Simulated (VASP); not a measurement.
Set up this calculation in VASP 6.6.1, as the native input.

```yaml
Task: single point
Functional: PBEsol
Potentials_or_basis: VASP PAW PBE potentials, release 64 (F)
Cutoff: 520 eV
k_mesh: 8 × 8 × 4
Occupations: gaussian, width 0.01 eV
Spin: no spin polarisation
Dipole_correction: no
Further_INCAR_settings: ALGO = Normal; EDIFF = 1e-07; NBANDS = 22
```

The structure of F lies in POSCAR:

```
F
1.0
    2.5563220000     -1.5840270000      0.0000000000
    2.5563220000      1.5840270000      0.0000000000
   -0.5621110000      0.0000000000      6.5977090000
F
4
Direct
    0.5958330000      0.9153360000      0.5979550000
    0.0846640000      0.4041670000      0.9020450000
    0.4041670000      0.0846640000      0.4020450000
    0.9153360000      0.5958330000      0.0979560000
```

These files were run (other wordings do the same):

INCAR

```
SYSTEM = F
ALGO = Normal ; EDIFF = 1E-7
ENCUT = 520 ; GGA = PS
ISIF = 2 ; ISMEAR = 0
LASPH = .TRUE. ; LCHARG = .TRUE.
LELF = .TRUE. ; LREAL = .FALSE.
LVHAR = .TRUE. ; LWAVE = .FALSE.
NBANDS = 22 ; NELM = 60
PREC = Accurate ; SIGMA = 0.01
```

KPOINTS

```
k-points
0
G
  8 8 4
  0 0 0
```

Potentials or basis: VASP PAW PBE potentials, release 64 (F).

Launch:

```sh
$ cat potpaw_PBE.64/F/POTCAR > POTCAR
$ mpirun -np 1 vasp_std > vasp.out
```

It gave:

```json
{"Pressure": "0.8 GPa", "Largest force": "0.075 eV/Å", "Band gap on the k mesh": "2.59 eV, direct"}
```

Caveat: the PAW data sets were made with another functional, which shifts forces and pressure a little.

It took 73 s on 1 thread of AMD EPYC 7R13 Processor (Zen 3) (shared host), peak memory 0.17 GiB.
